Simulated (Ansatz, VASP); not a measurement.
# Two plane-wave programs on Ru

The input INCAR:

```
SYSTEM = Ru
PREC = Accurate ; ENCUT = 520
EDIFF = 1E-7 ; ISMEAR = 0
SIGMA = 0.1 ; LREAL = .False.
LASPH = .True. ; NELM = 80
ALGO = Normal ; ISIF = 2
LWAVE = .False. ; LCHARG = .False.
GGA = PE ; NBANDS = 13
```

File KPOINTS:

```
regular mesh
0
Gamma
  18 18 18
  0 0 0
```

POSCAR

```
Ru
1.0
    0.0000000000      1.8661938611      1.8661938611
    1.8661938611      0.0000000000      1.8661938611
    1.8661938611      1.8661938611      0.0000000000
Ru
1
Direct
    0.0000000000      0.0000000000      0.0000000000
```

Input for Ansatz:

```yaml
crystal:
  lattice:
    - [0.0, 1.8661938611, 1.8661938611]
    - [1.8661938611, 0.0, 1.8661938611]
    - [1.8661938611, 1.8661938611, 0.0]
  atoms:
    - { symbol: Ru, position: [0.0, 0.0, 0.0] }
basis:
  ecutwfc: 420
kpoints:
  mp_grid: { grid: [18, 18, 18] }
hamiltonian:
  xc: pbe
scf:
  occupations: { method: gaussian, width: 0.1 }
output:
  forces: true
  stress: true
  eigenvalues: true
```

Alike in both runs: task single point; functional PBE; k mesh 18 × 18 × 18; occupations gaussian, width 0.1 eV; no spin polarisation.

|  | VASP | Ansatz |
| --- | --- | --- |
| version | VASP 6.6.1 | Ansatz 0.2.0 |
| potentials or method | VASP PAW PBE potentials, release 64 (Ru_pv), cutoff 520 eV | scalar-relativistic, plane waves, PAW |
| valence electrons in the cell | 14 | 16 |

```tsv
	VASP	Ansatz	Ansatz less VASP
gap on the k mesh at the Fermi level (eV)	none	none	-
pressure (GPa)	22.0	22.0	+0.02
```

A gap of «none» marks a metal or a gap that the smearing closes. The functional is the same, so the differences come from potentials, cutoffs and numerics. VASP's potentials hold 14 valence electrons a cell and Ansatz's 16, so a difference there can come from the potentials and not from the codes.
